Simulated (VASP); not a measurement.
Write the native input for VASP 6.6.1 that does the following.

```yaml
Task: relaxation of shape and atoms at fixed volume
Functional: PBEsol
Potentials_or_basis: VASP PAW PBE potentials, release 64 (Ni, O)
Cutoff: 600 eV
k_mesh: 12 × 12 × 6
Occupations: gaussian, width 0.02 eV
Spin: no spin polarisation
Dipole_correction: no
Further_INCAR_settings: ALGO = Normal; EDIFF = 1e-06; IBRION = 2; EDIFFG = -0.01; NSW = 50; ISIF = 4
```

The structure of NiO2 lies in POSCAR:

```
NiO2
1.0
    2.8112162704      0.0000000000      0.0000000000
   -1.4056081352      2.4345847057      0.0000000000
    0.0000000000      0.0000000000      5.0739126780
Ni O
1 2
Direct
    0.0000000000      0.0000000000      0.5000000000
    0.6666666667      0.3333333333      0.6856630810
    0.3333333333      0.6666666667      0.3143369190
```

One way to write it, as run:

INCAR

```
SYSTEM = NiO2
PREC = Accurate
ENCUT = 600
EDIFF = 1E-6
ISMEAR = 0
SIGMA = 0.02
LREAL = .False.
LASPH = .True.
NELM = 80
ALGO = Normal
ISIF = 4
LWAVE = .False.
LCHARG = .False.
GGA = PS
IBRION = 2
NSW = 50
EDIFFG = -0.01
```

KPOINTS

```
regular mesh
0
Gamma
  12 12 6
  0 0 0
```

Potentials or basis: VASP PAW PBE potentials, release 64 (Ni, O).

Launch:

```bash
$ cat potpaw_PBE.64/Ni/POTCAR potpaw_PBE.64/O/POTCAR > POTCAR
$ mpirun -np 1 vasp_std > vasp.out
```

Results of the run:

```yaml
Energy_gained_by_relaxing: 3.8 meV/atom
Ionic_steps: 5
Pressure_after_relaxing: -0.3 GPa
Band_gap_on_the_k_mesh: 1.09 eV (least direct gap 1.32 eV)
```

Caveat: the PAW data sets were made with another functional, which shifts forces and pressure a little.

Run time: 3 min on 1 thread of Intel Xeon 8259CL, with other jobs on the host, peak memory 0.21 GiB.
